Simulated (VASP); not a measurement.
A run of VASP 6.6.1 is set up as follows.

Contents of INCAR:

```
ALGO = Normal
EDIFF = 1E-6
ENCUT = 520
GGA = PS
ISIF = 2
ISMEAR = 0
LASPH = True
LCHARG = True
LELF = True
LREAL = False
LVHAR = True
LWAVE = False
NBANDS = 16
NELM = 80
PREC = Accurate
SIGMA = 0.01
```

KPOINTS

```
k-points
0
Gamma
  12 12 6
```

The input POSCAR:

```
SiC
1.0
    3.0759836400      0.0000000000      0.0000000000
   -1.5379918200      2.6638799739      0.0000000000
    0.0000000000      0.0000000000      5.0478375098
Si C
2 2
Direct
    0.3333333333      0.6666666667     -0.0004104654
    0.6666666667      0.3333333333      0.4995895346
    0.3333333333      0.6666666667      0.3754104654
    0.6666666667      0.3333333333      0.8754104654
```

Potentials or basis: VASP PAW PBE potentials, release 64 (Si, C).

Run with:

```sh
$ cat potpaw_PBE.64/Si/POTCAR potpaw_PBE.64/C/POTCAR > POTCAR
$ mpirun -np 1 vasp_std > vasp.out
```

Task: What does it give for the band gap on the k mesh?

Result: 2.11 eV, indirect (least direct gap 3.85 eV).

Task: Predict the pressure.

Result: 0.3 GPa.

Caveat: the PAW data sets were made with another functional, which shifts forces and pressure a little. A k mesh can miss the band edges.
